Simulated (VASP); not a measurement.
A run of VASP 6.6.1 is set up as follows.

INCAR

```
  PREC = Accurate
  ENCUT = 520
  EDIFF = 1E-7
  ISMEAR = 0
  SIGMA = 0.01
  LREAL = False
  LASPH = True
  NELM = 80
  ALGO = Normal
  ISIF = 2
  LWAVE = False
  LCHARG = False
  GGA = PS
  NBANDS = 26
```

File KPOINTS:

```
regular mesh
0
Gamma
  6 6 4
```

The input POSCAR:

```
ZnS
1.0
    3.8193938850      0.0000000000      0.0000000000
   -1.9096969425      3.3076921315      0.0000000000
    0.0000000000      0.0000000000      6.1685253392
Zn S
2 2
Direct
    0.3333333333      0.6666666667      0.0039114276
    0.6666666667      0.3333333333      0.5039114276
    0.3333333333      0.6666666667      0.3810885724
    0.6666666667      0.3333333333      0.8810885724
```

Potentials or basis: VASP PAW PBE potentials, release 64 (Zn, S).

The run is started by

```bash
$ cat potpaw_PBE.64/Zn/POTCAR potpaw_PBE.64/S/POTCAR > POTCAR
$ mpirun -np 1 vasp_std > vasp.out
```

(1) Estimate the pressure.

(2) What does it give for the band gap on the k mesh?

## Answers

(1) -0.8 GPa.

(2) 2.14 eV, direct.

Caveat: the cell differs from its parent crystal (in-plane strain +0.01, then relaxed in part); the PAW data sets were made with another functional, which shifts forces and pressure a little.
